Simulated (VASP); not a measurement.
# TaN (Fm-3m) in VASP: further runs

TaN is run at these levels: LDA; tasks: single point.

Program: VASP 6.6.1. These are calculated values, not measurements. Logs are shortened: lines on timing, memory, paths and dates and some standing lists are left out, and cuts for length are marked.

### Step 1. The cell of the first run

The structure is cubic, space group Fm-3m (No. 225). Conventional cell: a = 4.452 Å, b = 4.452 Å, c = 4.452 Å, α = 90.00°, β = 90.00°, γ = 90.00°. Within 2.9 Å of Ta (site symmetry m-3m) lie 6 N at 2.23 Å. Within 2.9 Å of N (site symmetry m-3m) lie 6 Ta at 2.23 Å.

### Step 2. Single point, LDA

The input, INCAR:

```
SYSTEM = TaN
PREC     = Accurate       ! precision mode
ENCUT    = 520            ! plane-wave cutoff, eV
EDIFF    = 1E-7           ! SCF threshold, eV
ISMEAR   = -1             ! smearing method
SIGMA    = 0.05           ! smearing width, eV
LREAL    = .FALSE.        ! projectors in reciprocal space
LASPH    = .TRUE.         ! aspherical terms in the spheres
NELM     = 60             ! most SCF steps
ALGO     = Normal         ! electronic algorithm
ISIF     = 2              ! what is computed and relaxed
LWAVE    = .FALSE.        ! write WAVECAR
LCHARG   = .FALSE.        ! write CHGCAR
GGA      = CA             ! functional
NBANDS   = 15             ! bands
```

The input, KPOINTS:

```
Automatic mesh
0
G
  10 10 10
  0 0 0
```

The input, POSCAR:

```
TaN
1.0
    0.0000000000      2.2259679500      2.2259679500
    2.2259679500      0.0000000000      2.2259679500
    2.2259679500      2.2259679500      0.0000000000
Ta N
1 1
Direct
    0.5000000000      0.5000000000      0.5000000000
    0.0000000000      0.0000000000      0.0000000000
```

Potentials or basis: VASP PAW LDA potentials, release 64 (Ta_pv, N).

Launch:

```
cat potpaw_LDA.64/Ta_pv/POTCAR potpaw_LDA.64/N/POTCAR > POTCAR
mpirun -np 1 vasp_std > vasp.out
```

OUTCAR:

```text
SYSTEM = TaN
   PREC = Accurate
   ENCUT = 520
   EDIFF = 1E-7
   ISMEAR = -1
   LREAL = .FALSE.
   LASPH = .TRUE.
   NELM = 60
   ISIF = 2
   GGA = CA

 ion  position               nearest neighbor table
   1  0.500  0.500  0.500-   2 2.23   2 2.23   2 2.23   2 2.23   2 2.23   2 2.23
   2  0.000  0.000  0.000-   1 2.23   1 2.23   1 2.23   1 2.23   1 2.23   1 2.23

  LATTYP: Found a face centered cubic cell.
 ALAT       =     4.4519359000

  Lattice vectors:

 A1 = (   0.0000000000,   2.2259679500,   2.2259679500)
 A2 = (   2.2259679500,   0.0000000000,   2.2259679500)
 A3 = (   2.2259679500,   2.2259679500,   0.0000000000)

Analysis of symmetry for initial positions (statically):
=====================================================================
 Subroutine PRICEL returns:
 Original cell was already a primitive cell.

 Routine SETGRP: Setting up the symmetry group for a
 face centered cubic supercell.

 Subroutine GETGRP returns: Found 48 space group operations
 (whereof 48 operations were pure point group operations)
 out of a pool of 48 trial point group operations.

The static configuration has the point symmetry O_h .

Analysis of symmetry for dynamics (positions and initial velocities):
=====================================================================
 Subroutine PRICEL returns:
 Original cell was already a primitive cell.

 Routine SETGRP: Setting up the symmetry group for a
 face centered cubic supercell.

 Subroutine GETGRP returns: Found 48 space group operations
 (whereof 48 operations were pure point group operations)
 out of a pool of 48 trial point group operations.

The dynamic configuration has the point symmetry O_h .

 Subroutine INISYM returns: Found 48 space group operations
 (whereof 48 operations are pure point group operations),
 and found     1 'primitive' translations

----------------------------------------------------------------------------------------

                                     Primitive cell

  volume of cell :      22.0590

  direct lattice vectors                    reciprocal lattice vectors
     0.000000000  2.225967950  2.225967950    -0.224621383  0.224621383  0.224621383
     2.225967950  0.000000000  2.225967950     0.224621383 -0.224621383  0.224621383
     2.225967950  2.225967950  0.000000000     0.224621383  0.224621383 -0.224621383

  length of vectors
     3.147994064  3.147994064  3.147994064     0.389055648  0.389055648  0.389055648

  position of ions in fractional coordinates (direct lattice)
     0.500000000  0.500000000  0.500000000
     0.000000000  0.000000000  0.000000000

  ion indices of the primitive-cell ions
   primitive index   ion index
                 1           1
                 2           2

----------------------------------------------------------------------------------------

 KPOINTS: Automatic mesh

Automatic generation of k-mesh.
 Grid dimensions read from file:
 generate k-points for:   10   10   10

 Generating k-lattice:

  Cartesian coordinates                     Fractional coordinates (reciprocal lattice)
    -0.022462138  0.022462138  0.022462138     0.100000000  0.000000000  0.000000000
     0.022462138 -0.022462138  0.022462138     0.000000000  0.100000000  0.000000000
     0.022462138  0.022462138 -0.022462138     0.000000000  0.000000000  0.100000000

  Length of vectors
     0.038905565  0.038905565  0.038905565

  Shift w.r.t. Gamma in fractional coordinates (k-lattice)
     0.000000000  0.000000000  0.000000000

 Subroutine IBZKPT returns following result:
 ===========================================

 Found     47 irreducible k-points:

 Following reciprocal coordinates:
            Coordinates               Weight
  0.000000  0.000000  0.000000      1.000000
  0.100000  0.000000  0.000000      8.000000
  0.200000  0.000000  0.000000      8.000000
  0.300000  0.000000  0.000000      8.000000
  0.400000  0.000000  0.000000      8.000000
  0.500000  0.000000  0.000000      4.000000
[... 16 lines left out ...]
  0.300000  0.300000  0.000000      6.000000
  0.400000  0.300000  0.000000     24.000000
 [... further k-points ...]
   k-points           NKPTS =     47   k-points in BZ     NKDIM =     47   number of bands    NBANDS=     15
   number of dos      NEDOS =    301   number of ions     NIONS =      2
   total plane-waves  NPLWV =  13824
   dimension x,y,z NGX =    24 NGY =   24 NGZ =   24
   dimension x,y,z NGXF=    48 NGYF=   48 NGZF=   48
   ions per type =               1   1
   NGX,Y,Z   is equivalent  to a cutoff of  12.67, 12.67, 12.67 a.u.
   NGXF,Y,Z  is equivalent  to a cutoff of  25.35, 25.35, 25.35 a.u.
 SYSTEM =  TaN
   PREC   = accura    normal or accurate (medium, high low for compatibility)
   ISTART =      0    job   : 0-new  1-cont  2-samecut
   ICHARG =      2    charge: 1-file 2-atom 10-const
   ISPIN  =      1    spin polarized calculation?
   LNONCOLLINEAR =      F non collinear calculations
   LSORBIT =      F    spin-orbit coupling
   LASPH  =      T    aspherical Exc in radial PAW
   ENCUT  =  520.0 eV  38.22 Ry    6.18 a.u.   5.85  5.85  5.85*2*pi/ulx,y,z
   NELM   =     60;   NELMIN=  2; NELMDL= -5     # of ELM steps
   EDIFF  = 0.1E-06   stopping-criterion for ELM
   LREAL  =      F    real-space projection
   EDIFFG = 0.1E-05   stopping-criterion for IOM
   NSW    =      0    number of steps for IOM
   IBRION =     -1    ionic relax: 0-MD 1-quasi-New 2-CG
   NFREE  =      0    steps in history (QN), initial steepest desc. (CG)
   ISIF   =      2    stress and relaxation
   ISYM   =      2    0-nonsym 1-usesym 2-fastsym
   POTIM  = 0.5000    time-step for ionic-motion
   TEBEG  =    0.0;   TEEND  =   0.0 temperature during run
   PSTRESS=    0.0 pullay stress
   NELECT =      16.0000    total number of electrons
   NUPDOWN=      -1.0000    fix difference up-down
   EMIN   =  10.00;   EMAX   =-10.00  energy-range for DOS
   EFERMI =   0.00;   METHOD = LEGACY
   ISMEAR =    -1;   SIGMA  =   0.05  broadening in eV -4-tet -1-fermi 0-gaus
   EFERMI_NEDOS =   21; number of points for ismear=-14 and -15
   IALGO  =     38    algorithm
   IMIX   =      4    mixing-type and parameters
     AMIX     =   0.40;   BMIX     =  1.00
     AMIX_MAG =   1.60;   BMIX_MAG =  1.00
  volume/ion in A,a.u.               =      11.03        74.43
  Fermi-wavevector in a.u.,A,eV,Ry     =   1.470909  2.779616 29.437217  2.163574
  Thomas-Fermi vector in A             =   2.586109
   LORBIT       =      0    0 simple, 1 ext, 2 COOP (PROOUT), +10 PAW based schemes
   GGA     = CA    functional components
   LHFCALC =     F    Hartree Fock is set to
   AEXX    =    0.0000 exact exchange contribution
   IVDW    =     0    specifies the selected vdW correction
   LEPSILON=     F    determine dielectric tensor
   LRPA    =     F    only Hartree local field effects (RPA)
 non-spin polarized calculation
  energy-cutoff  :      520.00
  volume of cell :       22.06
 maximum number of plane-waves:       609
   NGX = 11   NGY = 11   NGZ = 11

 number of electron      16.0000001 magnetization

 Free energy of the ion-electron system (eV)
  ---------------------------------------------------
  ext. energy  EPLUGINS =         0.00000000
  ---------------------------------------------------
  free energy    TOTEN  =       -24.06667578 eV

  energy without entropy =      -24.05998732  energy(sigma->0) =      -24.06333155

 E-fermi :   8.9959     XC(G=0): -13.4639

 val. band max:        8.9563277890   @ k =   0.0000   0.0000   0.0000
 cond. band min:       9.0370199591   @ k =  -0.3000   0.3000   0.1000
 fundamental gap:      0.0806921701
 Fermi energy:         8.9958848430

 k-point     1 :       0.0000    0.0000    0.0000
  band No.  band energies     occupation
      1     -26.6642      2.00000
      2     -26.6642      2.00000
      3     -26.6642      2.00000
      4      -9.3220      2.00000
      5       5.3226      2.00000
      6       5.3226      2.00000
      7       5.3226      2.00000
      8       6.9378      2.00000
      9       6.9378      2.00000
     10       6.9378      2.00000
     11       8.9563      1.37616
     12       8.9563      1.37615
     13      10.3926      0.00000
     14      18.4493      0.00000
     15      20.2754      0.00000

 k-point     2 :       0.1000    0.0000    0.0000
  band No.  band energies     occupation
      1     -26.7414      2.00000
      2     -26.6715      2.00000
      3     -26.6715      2.00000
      4      -9.0939      2.00000
      5       4.2406      2.00000
      6       4.5910      2.00000
      7       4.5910      2.00000
      8       7.2814      2.00000
      9       7.2814      2.00000
     10       7.3614      2.00000
     11       9.8506      0.00000
     12       9.8506      0.00000
     13      11.0790      0.00000
     14      19.1423      0.00000
     15      20.2753      0.00000

 k-point     3 :       0.2000    0.0000    0.0000
  band No.  band energies     occupation
      1     -26.9380      2.00000
      2     -26.6904      2.00000
      3     -26.6904      2.00000
      4      -8.4701      2.00000
      5       2.4571      2.00000
      6       3.4338      2.00000
      7       3.4338      2.00000
      8       7.8953      2.00000
      9       8.0571      2.00000
     10       8.0571      2.00000
     11      11.6714      0.00000
     12      11.6714      0.00000
     13      12.5002      0.00000
     14      20.2733      0.00000
     15      20.7112      0.00000

 k-point     4 :       0.3000    0.0000    0.0000
  band No.  band energies     occupation
      1     -27.1711      2.00000
      2     -26.7137      2.00000
      3     -26.7137      2.00000
      4      -7.6152      2.00000
      5       0.7641      2.00000
      6       2.4828      2.00000
      7       2.4828      2.00000
      8       8.6892      1.99568
      9       9.1401      0.10592
     10       9.1401      0.10592
     11      13.6409      0.00000
     12      13.6409      0.00000
     13      13.6733      0.00000
     14      20.2612      0.00000
     15      20.9456      0.00000
[... 307 lines left out ...]
 k-point    22 :      -0.2000    0.2000    0.0000
  band No.  band energies     occupation
      1     -27.1291      2.00000
      2     -26.8588      2.00000
      3     -26.7058      2.00000
      4      -7.5392      2.00000
      5       0.6731      2.00000
      6       2.2227      2.00000
      7       2.9489      2.00000
      8       8.5462      1.99975
      9       8.9294      1.58180
     10      10.5236      0.00000
     11      11.0310      0.00000
     12      14.7714      0.00000
     13      15.1255      0.00000
     14      20.2614      0.00000
     15      21.2379      0.00000

 k-point    23 :       0.3000    0.3000    0.0000
  band No.  band energies     occupation
      1     -27.1135      2.00000
      2     -26.8312      2.00000
      3     -26.8312      2.00000
      4      -7.9385      2.00000
      5       1.0741      2.00000
      6       4.2638      2.00000
      7       4.2638      2.00000
      8       4.6111      2.00000
      9      10.1403      0.00000
     10      11.2453      0.00000
     11      11.2453      0.00000
     12      11.7231      0.00000
     13      16.9108      0.00000
     14      20.2625      0.00000
     15      21.4537      0.00000

 k-point    24 :       0.4000    0.3000    0.0000
  band No.  band energies     occupation
      1     -27.2044      2.00000
      2     -26.8807      2.00000
      3     -26.8580      2.00000
      4      -7.7945      2.00000
      5       1.2761      2.00000
      6       3.3079      2.00000
      7       3.9579      2.00000
      8       5.2718      2.00000
      9      10.9689      0.00000
     10      11.7164      0.00000
     11      11.7916      0.00000
     12      12.6376      0.00000
     13      16.9709      0.00000
     14      19.2518      0.00000
     15      20.2928      0.00000

 [... further k-points ...]

------------------------ aborting loop because EDIFF is reached ----------------------------------------

  FORCE on cell =-STRESS in cart. coord.  units (eV):
  Direction    XX          YY          ZZ          XY          YZ          ZX
  --------------------------------------------------------------------------------------
  -------------------------------------------------------------------------------------
  Total       -2.9278561     -2.9278561     -2.9278561      0.0000000     -0.0000000     -0.0000000
  in kB     -212.6540199   -212.6540199   -212.6540199      0.0000000     -0.0000000     -0.0000000
  external PRESSURE =    -212.6540199 kB  Pullay stress =       0.0000000 kB

 VOLUME and BASIS-vectors are now :
 -----------------------------------------------------------------------------
  energy-cutoff  :      520.00
  volume of cell :       22.06
      direct lattice vectors                 reciprocal lattice vectors
     0.000000000  2.225967950  2.225967950    -0.224621383  0.224621383  0.224621383
     2.225967950  0.000000000  2.225967950     0.224621383 -0.224621383  0.224621383
     2.225967950  2.225967950  0.000000000     0.224621383  0.224621383 -0.224621383

 POSITION                                       TOTAL-FORCE (eV/Angst)
 -----------------------------------------------------------------------------------
      2.22597      2.22597      2.22597         0.000000     -0.000000      0.000000
      0.00000      0.00000      0.00000        -0.000000      0.000000     -0.000000
 -----------------------------------------------------------------------------------
    total drift:                                0.000000     -0.000000     -0.000000

  FREE ENERGIE OF THE ION-ELECTRON SYSTEM (eV)
  ---------------------------------------------------
  free  energy   TOTEN  =       -24.0666757789 eV

  energy  without entropy=      -24.0599873179  energy(sigma->0) =      -24.06333155
```

It took 7.8 s on 1 thread of Intel Xeon Platinum 8488C (Sapphire Rapids), shared host; peak memory 0.13 GiB.

What came out:

```
Free energy            : -24.0667 eV
Pressure               : -21.3 GPa
Band gap on the k mesh : zero (band 8 reaches 10.74 eV, above the bottom of band 9 at 6.94 eV)
```

Caveat: spin-orbit coupling is left out, which moves the levels of the heavy elements.

### Step 3. Single point, LDA

This run uses another cell than the first one, of 11.25 Å³/atom, 1.020 times its volume.

The input, INCAR:

```
SYSTEM = TaN
PREC = Accurate ; ENCUT = 520
EDIFF = 1E-6 ; ISMEAR = -1
SIGMA = 0.05 ; LREAL = .FALSE.
LASPH = .TRUE. ; NELM = 100
ALGO = Normal ; ISIF = 2
LWAVE = .FALSE. ; LCHARG = .TRUE.
GGA = CA ; LELF = .TRUE.
LVHAR = .TRUE. ; NBANDS = 15
```

The input, KPOINTS:

```
regular mesh
0
G
  10 10 10
  0 0 0
```

The input, POSCAR:

```
TaN
1.0
    0.0000000000      2.2404226923      2.2404226923
    2.2404226923      0.0000000000      2.2404226923
    2.2404226923      2.2404226923      0.0000000000
Ta N
1 1
Direct
    0.5000000000      0.5000000000      0.5000000000
    0.0000000000      0.0000000000      0.0000000000
```

Potentials or basis: VASP PAW LDA potentials, release 64 (Ta_pv, N).

Launch:

```
cat potpaw_LDA.64/Ta_pv/POTCAR potpaw_LDA.64/N/POTCAR > POTCAR
mpirun -np 1 vasp_std > vasp.out
```

It took 7.2 s on 1 thread of Intel Xeon Platinum 8488C (Sapphire Rapids), shared host; peak memory 0.14 GiB.

Results (log left out):

- Free energy: -24.0025 eV
- Pressure: -26.4 GPa
- Band gap on the k mesh: zero (band 8 reaches 10.46 eV, above the bottom of band 9 at 6.77 eV)

Levels at points of the mesh, in eV from the Fermi level:
| k point | band 5 | band 6 | band 7 | band 8 | band 9 | band 10 | band 11 | band 12 |
| --- | --- | --- | --- | --- | --- | --- | --- | --- |
| (0.00, 0.00, 0.00) | -3.62 | -3.62 | -3.62 | -2.01 | -2.01 | -2.01 | -0.04 | -0.04 |
| (0.50, 0.00, 0.00) | -9.89 | -7.18 | -7.18 | 1.68 | 1.68 | 1.80 | 3.75 | 6.91 |
| (0.50, 0.50, 0.00) | -6.42 | -5.12 | -4.44 | -4.44 | 1.84 | 3.19 | 3.19 | 4.02 |

Caveat: spin-orbit coupling is left out, which moves the levels of the heavy elements.
